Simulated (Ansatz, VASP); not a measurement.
# ZrH4 in VASP and in Ansatz

```
CELL_PARAMETERS angstrom
3.20353 0.00000 0.00000
-1.60176 2.77434 0.00000
0.00000 0.00000 4.26214
ATOMIC_POSITIONS crystal
Zr 0.00000 0.00000 0.50000
H 0.33333 0.66667 0.74424
H 0.33333 0.66667 0.25576
H 0.66667 0.33333 0.25576
H 0.66667 0.33333 0.74424
```

Alike in both runs: functional PBE; k mesh 12 × 12 × 10; occupations gaussian, width 0.1 eV; no spin polarisation.

Ansatz relaxed the structure, and its values are those at the end. VASP's run is a single point on that final structure, the one shown.

|  | VASP | Ansatz |
| --- | --- | --- |
| version | VASP 6.6.1 | Ansatz 0.2.0 |
| potentials or method | VASP PAW PBE potentials, release 64 (Zr_sv, H), cutoff 520 eV | scalar-relativistic, plane waves, PAW |
| valence electrons in the cell | 16 | 16 |

Ansatz gave:

- gap on the k mesh at the Fermi level (eV): none
- pressure (GPa): 0.0

Problem. Estimate VASP's values.

Solution. gap on the k mesh at the Fermi level (eV): none; pressure (GPa): -0.1.

A gap of «none» marks a metal or a gap that the smearing closes.
